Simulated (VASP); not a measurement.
Crystal: FeCo3.

```
Fe Co
1.0
     2.47504    0.00000    0.00000
    -1.23752    2.14345    0.00000
     0.00000    0.00000    8.05219
Fe Co
1 3
Direct
  0.66667 0.33333 0.00000
  0.33333 0.66667 0.75000
  0.33333 0.66667 0.25000
  0.66667 0.33333 0.50000
```

* Program: VASP 6.6.1
* Task: relaxation of cell and atoms
* Functional: PBE
* Potentials or basis: VASP PAW PBE potentials, release 64 (Fe, Co)
* Cutoff: 600 eV
* k mesh: 6 × 6 × 2
* Occupations: gaussian, width 0.1 eV
* Spin: collinear spin, ferromagnetic start
* Starting moments: [4.0, 3.0, 3.0, 3.0] μB

At the start: pressure 6.2 GPa; volume 10.68 Å³/atom.

Task: How do energy, volume and symmetry change on relaxing?

Result: Over 5 steps the energy falls by 11.9 meV/atom and the volume is 11.01 Å³/atom (+3.1 %); space group P-6m2 (No. 187, to 0.05 Å); moment 7.12 μB per cell.

Step by step:
```tsv
step	energy change (eV)	largest force (eV/Å)	pressure (GPa)	volume (Å³)
1	0.0000	0.4901	6.24	42.72
2	-0.0245	0.2337	-4.60	45.34
3	-0.0366	0.3173	-1.04	44.31
4	-0.0460	0.1402	-0.34	44.15
5	-0.0477	0.0312	0.17	44.05
```

Final structure:
```xyz
4
Lattice="2.4877 0.0000 0.0000 -1.2439 2.1544 0.0000 0.0000 0.0000 8.2190" Properties=species:S:1:pos:R:3 pbc="T T T"
Fe    1.2439    0.7181    8.2190
Co    0.0000    1.4363    6.1226
Co    0.0000    1.4363    2.0963
Co    1.2439    0.7181    4.1095
```

Caveat: the k points lie up to 0.49 Å⁻¹ apart in the final cell.
